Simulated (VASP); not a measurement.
# Si5C4 in VASP: further runs

The runs below take Si5C4 through single point, with PBE.

Program: VASP 6.6.1. These are calculated values, not measurements. Logs are shortened: lines on timing, memory, paths and dates and some standing lists are left out, and cuts for length are marked.

### Step 1. The cell of the first run

The cell holds a slab with vacuum, 9 atoms: a = 3.092 Å, b = 3.092 Å, c = 23.734 Å, α = 90.00°, β = 90.00°, γ = 120.00°.

### Step 2. Single point, PBE, collinear spin

File INCAR:

```
PREC = Accurate ; ENCUT = 520
EDIFF = 1E-7 ; ISMEAR = 0
SIGMA = 0.05 ; LREAL = False
LASPH = True ; NELM = 150
ALGO = Normal ; ISIF = 2
LWAVE = False ; LCHARG = True
ISPIN = 2 ; MAGMOM = 0 0 0 0 0 0 0 0 2
LORBIT = 11 ; LDIPOL = True
IDIPOL = 3 ; DIPOL = 0.5 0.5 0.372
GGA = PE ; LELF = True
LVHAR = True ; LVACPOTAV = True
NBANDS = 32
```

File KPOINTS:

```
regular mesh
0
Gamma
  9 9 1
```

File POSCAR:

```
Si5C4
1.0
    3.0920147376      0.0000000000      0.0000000000
   -1.5460073688      2.6777633116      0.0000000000
    0.0000000000      0.0000000000     23.7337369325
C Si
4 5
Direct
    0.3333333333      0.6666666666      0.1685364598
    0.6666666667      0.3333333333      0.2754269373
    0.3333333333      0.6666666666      0.3835939576
    0.6666666667      0.3333333333      0.4915758428
    0.6666666667      0.3333333333      0.1950726408
    0.3333333333      0.6666666666      0.3019631184
    0.6666666667      0.3333333333      0.4085742396
    0.3333333333      0.6666666666      0.5154576781
    0.3333333333      1.1666666666      0.6112232641
```

Potentials or basis: VASP PAW PBE potentials, release 64 (C, Si).

Run with:

```sh
cat potpaw_PBE.64/C/POTCAR potpaw_PBE.64/Si/POTCAR > POTCAR
mpirun -np 1 vasp_std > vasp.out
```

OUTCAR:

```text
PREC = Accurate
   ENCUT = 520
   EDIFF = 1E-7
   ISMEAR = 0
   LREAL = False
   LASPH = True
   NELM = 150
   ISIF = 2
   ISPIN = 2
   LORBIT = 11
   GGA = PE

 ion  position               nearest neighbor table
   1  0.333  0.667  0.169-   5 1.89   5 1.89   5 1.89
   2  0.667  0.333  0.275-   6 1.89   6 1.89   6 1.89   5 1.91
   3  0.333  0.667  0.384-   7 1.88   7 1.88   7 1.88   6 1.94
   4  0.667  0.333  0.492-   8 1.87   8 1.87   8 1.87   7 1.97
   5  0.667  0.333  0.195-   1 1.89   1 1.89   1 1.89   2 1.91   6 3.10   6 3.10   6 3.10
   6  0.333  0.667  0.302-   2 1.89   2 1.89   2 1.89   3 1.94   7 3.10   7 3.10   7 3.10   5 3.10
                             5 3.10   5 3.10
   7  0.667  0.333  0.409-   3 1.88   3 1.88   3 1.88   4 1.97   6 3.10   6 3.10   6 3.10   8 3.10
                             8 3.10   8 3.10
   8  0.333  0.667  0.515-   4 1.87   4 1.87   4 1.87   9 2.75   9 2.75   7 3.10   7 3.10   7 3.10

   9  0.333  0.167  0.611-   8 2.75   8 2.75

  LATTYP: Found a hexagonal cell.
 ALAT       =     3.0920147376
 C/A-ratio  =     7.6758162385

  Lattice vectors:

 A1 = (   3.0920147376,   0.0000000000,   0.0000000000)
 A2 = (  -1.5460073688,   2.6777633116,   0.0000000000)
 A3 = (   0.0000000000,   0.0000000000,  23.7337369325)

Analysis of symmetry for initial positions (statically):
=====================================================================
 Subroutine PRICEL returns:
 Original cell was already a primitive cell.

 Routine SETGRP: Setting up the symmetry group for a
 hexagonal supercell.

 Subroutine GETGRP returns: Found  2 space group operations
 (whereof  2 operations were pure point group operations)
 out of a pool of 24 trial point group operations.

The static configuration has the point symmetry C_1h.

Analysis of symmetry for dynamics (positions and initial velocities):
=====================================================================
 Subroutine PRICEL returns:
 Original cell was already a primitive cell.

 Routine SETGRP: Setting up the symmetry group for a
 hexagonal supercell.

 Subroutine GETGRP returns: Found  2 space group operations
 (whereof  2 operations were pure point group operations)
 out of a pool of 24 trial point group operations.

The dynamic configuration has the point symmetry C_1h.

Analysis of structural, dynamic, and magnetic symmetry:
=====================================================================
 Subroutine PRICEL returns:
 Original cell was already a primitive cell.

 Routine SETGRP: Setting up the symmetry group for a
 hexagonal supercell.

[... 171 lines left out ...]
 E-fermi :   1.6251     XC(G=0):  -6.5125

 val. band max:        1.6043085743   @ k =  -0.2222   0.4444   0.0000
 cond. band min:       1.6290412498   @ k =  -0.1111   0.3333   0.0000
 fundamental gap:      0.0247326754
 Fermi energy:         1.6250538046

 spin component 1

 k-point     1 :       0.0000    0.0000    0.0000
  band No.  band energies     occupation
      1     -14.4792      1.00000
      2     -13.5946      1.00000
      3     -12.5052      1.00000
      4     -10.8674      1.00000
      5      -8.4870      1.00000
      6      -6.4089      1.00000
[... 781 lines left out ...]
     29       9.5009      0.00000
     30       9.8154      0.00000

 [... further k-points ...]

 spin component 2

 k-point     1 :       0.0000    0.0000    0.0000
  band No.  band energies     occupation
      1     -14.4792      1.00000
      2     -13.5946      1.00000
      3     -12.5052      1.00000
      4     -10.8675      1.00000
      5      -8.4869      1.00000
      6      -6.4089      1.00000
[... 781 lines left out ...]
     29       9.5008      0.00000
     30       9.8153      0.00000

 [... further k-points ...]

 [bands above 30 left out]

------------------------ aborting loop because EDIFF is reached ----------------------------------------

  FORCE on cell =-STRESS in cart. coord.  units (eV):
  Direction    XX          YY          ZZ          XY          YZ          ZX
  --------------------------------------------------------------------------------------
  -------------------------------------------------------------------------------------
  Total       -1.9362988     -2.8022778     -0.8923730      0.7499598     -0.3128158     -0.5418128
  in kB      -15.7871268    -22.8476689     -7.2757396      6.1146088     -2.5504656     -4.4175349
  external PRESSURE =     -15.3035118 kB  Pullay stress =       0.0000000 kB

 VOLUME and BASIS-vectors are now :
 -----------------------------------------------------------------------------
  energy-cutoff  :      520.00
  volume of cell :      196.51
      direct lattice vectors                 reciprocal lattice vectors
     3.092014738  0.000000000  0.000000000     0.323413724  0.186723000  0.000000000
    -1.546007369  2.677763312  0.000000000     0.000000000  0.373446001  0.000000000
     0.000000000  0.000000000 23.733736933     0.000000000  0.000000000  0.042134115

 POSITION                                       TOTAL-FORCE (eV/Angst)
 -----------------------------------------------------------------------------------
     -0.00000      1.78518      4.00000         0.003937      0.002273      2.345733
      1.54601      0.89259      6.53691        -0.012682     -0.007322      0.948325
     -0.00000      1.78518      9.10412         0.021989      0.012696     -0.252741
      1.54601      0.89259     11.66693         0.188758      0.108980     -1.407744
      1.54601      0.89259      4.62980         0.010412      0.006012     -2.760913
     -0.00000      1.78518      7.16671         0.009980      0.005762     -0.429428
      1.54601      0.89259      9.69699         0.026721      0.015427      0.355760
     -0.00000      1.78518     12.23374        -0.157811     -0.091112      1.204173
      0.77300      0.44629     14.50661        -0.091304     -0.052714     -0.003164
 -----------------------------------------------------------------------------------
    total drift:                                0.000068      0.000039     -0.000477

  FREE ENERGIE OF THE ION-ELECTRON SYSTEM (eV)
  ---------------------------------------------------
  free  energy   TOTEN  =       -61.1203738715 eV

  energy  without entropy=      -61.1100957989  energy(sigma->0) =      -61.11523484

 vacuum level on the upper side and lower side of the slab         6.500         8.204

 total charge

# of ion       s       p       d       tot
------------------------------------------
    1        0.873   1.514   0.000   2.387
    2        0.846   1.681   0.000   2.527
    3        0.839   1.693   0.000   2.532
    4        0.848   1.673   0.000   2.521
    5        0.707   0.952   0.000   1.659
    6        0.705   0.945   0.000   1.650
    7        0.712   0.948   0.000   1.660
    8        0.715   0.926   0.000   1.641
    9        0.904   0.589   0.000   1.493
--------------------------------------------------
tot          7.150  10.921   0.000  18.070

 magnetization (x)

# of ion       s       p       d       tot
------------------------------------------
    1       -0.000  -0.000   0.000  -0.000
    2       -0.000  -0.000   0.000  -0.000
    3        0.000  -0.000   0.000  -0.000
    4        0.000   0.000   0.000   0.000
    5       -0.000  -0.000   0.000  -0.000
    6       -0.000  -0.000   0.000  -0.000
    7       -0.000  -0.000   0.000  -0.000
    8       -0.000  -0.000   0.000  -0.000
    9        0.000   0.000   0.000   0.000
--------------------------------------------------
tot         -0.000  -0.000   0.000  -0.000
```

Run time: 23 min. Hardware: 1 thread of Oxide Virtual Turin-like, shared host; peak memory 0.48 GiB.

Results:

* Free energy: -61.1204 eV
* Largest force: 2.761 eV/Å
* Band gap on the k mesh: zero (filled and empty bands overlap)
* Net moment: 0.00 μB per cell
* Valence electrons inside the program's atomic spheres: C 2.39, 2.53, 2.52; Si 1.66, 1.65, 1.64, 1.49

Forces in eV/Å, atoms in the order of the input:
```
C    0.004  0.002  2.346
C   -0.013 -0.007  0.948
C    0.022  0.013 -0.253
C    0.189  0.109 -1.408
Si   0.010  0.006 -2.761
Si   0.010  0.006 -0.429
Si   0.027  0.015  0.356
Si  -0.158 -0.091  1.204
Si  -0.091 -0.053 -0.003
```

Levels at points of the mesh, in eV from the Fermi level:
Spin up:
```csv
k point,band 14,band 15,band 16,band 17,band 18,band 19,band 20,band 21,band 22,band 23
"(0.00, 0.00, 0.00)",-1.14,-1.14,-0.27,0.17,0.17,3.54,3.98,4.82,5.04,5.40
```
Spin down:
| k point | band 15 | band 16 | band 17 | band 18 | band 19 | band 20 | band 21 | band 22 |
| --- | --- | --- | --- | --- | --- | --- | --- | --- |
| (0.00, 0.00, 0.00) | -1.14 | -0.27 | 0.17 | 0.17 | 3.54 | 3.98 | 4.82 | 5.04 |

### Step 3. Single point, PBE, collinear spin

File INCAR:

```
ALGO = Normal
DIPOL = 0.5 0.5 0.373
EDIFF = 1E-7
ENCUT = 520
GGA = PE
IDIPOL = 3
ISIF = 2
ISMEAR = 0
ISPIN = 2
LASPH = True
LCHARG = False
LDIPOL = True
LORBIT = 11
LREAL = False
LWAVE = False
MAGMOM = 0 0 0 0 0 0 0 0 2
NBANDS = 32
NELM = 150
PREC = Accurate
SIGMA = 0.05
```

File KPOINTS:

```
k-points
0
Gamma
  9 9 1
```

File POSCAR:

```
Si5C4
1.0
    3.0920147376      0.0000000000      0.0000000000
   -1.5460073688      2.6777633116      0.0000000000
    0.0000000000      0.0000000000     23.7337369325
C Si
4 5
Direct
    0.3333333334      0.6666666667      0.1685364598
    0.6666666666      0.3333333333      0.2754269373
    0.3333333334      0.6666666667      0.3835939576
    0.6666666666      0.3333333333      0.4915758428
    0.6666666666      0.3333333333      0.1950726408
    0.3333333334      0.6666666667      0.3019631184
    0.6666666666      0.3333333333      0.4085742396
    0.3333333334      0.6666666667      0.5154576781
    0.5000000000      1.0000000000      0.6143603391
```

Potentials or basis: VASP PAW PBE potentials, release 64 (C, Si).

Run with:

```sh
cat potpaw_PBE.64/C/POTCAR potpaw_PBE.64/Si/POTCAR > POTCAR
mpirun -np 1 vasp_std > vasp.out
```

Run time: 35 min. Hardware: 1 thread of Oxide Virtual Turin-like, shared host; peak memory 0.48 GiB.

It converged, with:

```yaml
Free_energy: -61.2883 eV
Largest_force: 2.711 eV/Å
Band_gap_on_the_k_mesh: zero (filled and empty bands overlap)
Net_moment: 0.00 μB per cell
Valence_electrons_inside_the_program's_atomic_spheres: C 2.39, 2.53, 2.52; Si 1.66, 1.65, 1.50
```

Forces in eV/Å, atoms in the order of the input:
```
C    0.000 -0.003  2.343
C    0.000 -0.012  0.824
C    0.000  0.028 -0.399
C    0.000  0.185 -1.270
Si   0.000  0.002 -2.711
Si   0.000  0.010 -0.298
Si   0.000  0.055  0.528
Si   0.000  0.330  1.013
Si   0.000 -0.594 -0.030
```

Levels at points of the mesh, in eV from the Fermi level:
Spin up:
| k point | band 14 | band 15 | band 16 | band 17 | band 18 | band 19 | band 20 | band 21 | band 22 | band 23 |
| --- | --- | --- | --- | --- | --- | --- | --- | --- | --- | --- |
| (0.00, 0.00, 0.00) | -1.04 | -1.04 | -0.24 | 0.15 | 0.15 | 3.61 | 4.19 | 4.99 | 5.51 | 5.74 |
Spin down:
| k point | band 16 | band 17 | band 18 | band 19 | band 20 | band 21 |
| --- | --- | --- | --- | --- | --- | --- |
| (0.00, 0.00, 0.00) | -0.24 | 0.15 | 0.15 | 3.61 | 4.19 | 4.99 |
